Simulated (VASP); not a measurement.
**TaF3: relaxation of cell and atoms with PBE+U**

Crystal: TaF3.

```xyz
4
Lattice="3.9477 0.0000 0.0000 0.0000 3.9477 0.0000 0.0000 0.0000 3.9477" Properties=species:S:1:pos:R:3 pbc="T T T"
Ta    0.0000    0.0000    0.0000
F     1.9739    0.0000    0.0000
F     0.0000    1.9739    0.0000
F     0.0000    0.0000    1.9739
```

```yaml
Program: VASP 6.6.1
Task: relaxation of cell and atoms
Functional: PBE
Potentials_or_basis: VASP PAW PBE potentials, release 64 (Ta_pv, F)
Cutoff: 600 eV
k_mesh: 5 × 5 × 5
Occupations: fermi-dirac, width 0.1 eV
Spin: no spin polarisation
Hubbard_terms: Ta d U = 2.0 eV
Dipole_correction: no
Further_INCAR_settings: ALGO = Normal; EDIFF = 1e-07; IBRION = 2; EDIFFG = -0.01; NSW = 60; ISIF = 3
```

- Relaxed volume: 17.85 Å³/atom
- Relaxed cell: a = 4.149 Å, b = 4.149 Å, c = 4.149 Å, α = 90.00°, β = 90.00°, γ = 90.00°
- Space group after relaxing (to 0.05 Å): Pm-3m (No. 221)
- Energy gained by relaxing: 143.6 meV/atom
- Ionic steps: 17
- Pressure after relaxing: 0.1 GPa
- Band gap on the k mesh: zero (band 16 reaches 4.26 eV, above the bottom of band 17 at 2.37 eV)

Step by step:
```csv
step,energy change (eV),largest force (eV/Å),pressure (GPa),volume (Å³)
1,0.0000,0.0000,21.24,61.52
2,-0.2199,0.0000,-10.08,81.52
3,-0.5742,0.0000,-0.20,71.60
4,-0.5743,0.0000,0.10,71.39
5,-0.5743,0.0000,0.10,71.39
6,-0.5743,0.0000,0.10,71.39
7,-0.5743,0.0000,0.10,71.39
8,-0.5743,0.0000,0.10,71.39
9,-0.5743,0.0000,0.10,71.39
10,-0.5743,0.0000,0.10,71.39
11,-0.5743,0.0000,0.10,71.39
12,-0.5743,0.0000,0.10,71.39
13,-0.5743,0.0000,0.10,71.39
14,-0.5743,0.0000,0.10,71.39
15,-0.5743,0.0000,0.09,71.40
16,-0.5743,0.0000,0.09,71.40
17,-0.5743,0.0000,0.07,71.41
```

Final structure:
```xyz
4
Lattice="4.1487 0.0000 0.0000 0.0000 4.1487 0.0000 0.0000 0.0000 4.1487" Properties=species:S:1:pos:R:3 pbc="T T T"
Ta    0.0000    0.0000    0.0000
F     2.0744    0.0000    4.1487
F     0.0000    2.0744    0.0000
F     4.1487    4.1487    2.0744
```

Levels at points of the mesh, in eV from the Fermi level:
| k point | band 12 | band 13 | band 14 | band 15 | band 16 | band 17 | band 18 | band 19 | band 20 |
| --- | --- | --- | --- | --- | --- | --- | --- | --- | --- |
| (0.00, 0.00, 0.00) | -8.08 | -8.01 | -8.01 | -8.01 | -0.85 | -0.85 | -0.85 | -0.22 | 2.04 |

Eigenvalues of the final occupation matrices:
```csv
site,spin,trace,eigenvalues
site 1 d,1,1.17,0.14 0.14 0.30 0.30 0.30
site 1 d,2,1.17,0.14 0.14 0.30 0.30 0.30
```

Wall time 72 s on 1 thread of AMD EPYC 9R45 (Zen 5) (shared host), peak memory 0.16 GiB.

Caveat: the volume moved by over 15 % at a fixed basis, so the end points are rough; spin-orbit coupling is left out, which moves the levels of the heavy elements; the volume moved by +16 % from the deposited cell, more than functionals usually miss; U without spin polarisation on a metal has little footing. Zero-point motion and thermal expansion aren't in these numbers.
